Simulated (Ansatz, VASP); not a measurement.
**CoGe3 in VASP and in Ansatz**

Contents of POSCAR:

```
CoGe3
1.0
    3.9922210234      0.0000000000      0.0000000000
    0.0000000000      3.9922210234      0.0000000000
    0.0000000000      0.0000000000      3.9922210234
Ge Co
3 1
Direct
    0.0000000000      0.5000000000      0.5000000000
    0.5000000000      0.0000000000      0.5000000000
    0.5000000000      0.5000000000      0.0000000000
    0.0000000000      0.0000000000      0.0000000000
```

INCAR.step1

```
SYSTEM = CoGe3
  PREC = Accurate
  ENCUT = 520
  ISMEAR = 0
  SIGMA = 0.1
  LREAL = .FALSE.
  LASPH = .TRUE.
  NELM = 80
  NBANDS = 34
  GGA = PE
  ALGO = Normal
  EDIFF = 1E-4
  LWAVE = .TRUE.
  LCHARG = .FALSE.
```

The input INCAR.step2:

```
SYSTEM = CoGe3
  PREC = Accurate
  ENCUT = 520
  EDIFF = 1E-7
  ISMEAR = 0
  SIGMA = 0.1
  LREAL = .FALSE.
  LASPH = .TRUE.
  NELM = 80
  ALGO = Normal
  ISIF = 2
  LWAVE = .FALSE.
  LCHARG = .TRUE.
  METAGGA = R2SCAN
  LMIXTAU = .TRUE.
  LELF = .TRUE.
  LVHAR = .TRUE.
  NBANDS = 34
  ISTART = 1
```

The input KPOINTS:

```
regular mesh
0
G
  10 10 10
  0 0 0
```

Input for Ansatz:

```yaml
crystal:
  lattice:
    - [3.9922210234, 0.0, 0.0]
    - [0.0, 3.9922210234, 0.0]
    - [0.0, 0.0, 3.9922210234]
  atoms:
    - { symbol: Ge, position: [0.0, 0.5, 0.5] }
    - { symbol: Ge, position: [0.5, 0.0, 0.5] }
    - { symbol: Ge, position: [0.5, 0.5, 0.0] }
    - { symbol: Co, position: [0.0, 0.0, 0.0] }
basis:
  ecutwfc: 500
kpoints:
  mp_grid: { grid: [10, 10, 10] }
hamiltonian:
  xc: r2scan
scf:
  occupations: { method: gaussian, width: 0.1 }
  lower_state_search: "off"
output:
  forces: true
  stress: true
  eigenvalues: true
```

Alike in both runs: task single point; functional r2SCAN; k mesh 10 × 10 × 10; occupations gaussian, width 0.1 eV; no spin polarisation.

```csv
,VASP,Ansatz
version,VASP 6.6.1,Ansatz 0.2.0
potentials or method,"VASP PAW PBE potentials, release 64 (Ge_d, Co), cutoff 520 eV","scalar-relativistic, plane waves, PAW"
valence electrons in the cell,51,59
```

|  | VASP | Ansatz | Ansatz less VASP |
| --- | --- | --- | --- |
| gap on the k mesh at the Fermi level (eV) | none | none | - |
| pressure (GPa) | -3.5 | -3.4 | +0.09 |

VASP's potentials were made for PBE, not for r2SCAN. A gap of «none» marks a metal or a gap that the smearing closes. VASP's potentials hold 51 valence electrons a cell and Ansatz's 59, so a difference there can come from the potentials and not from the codes.
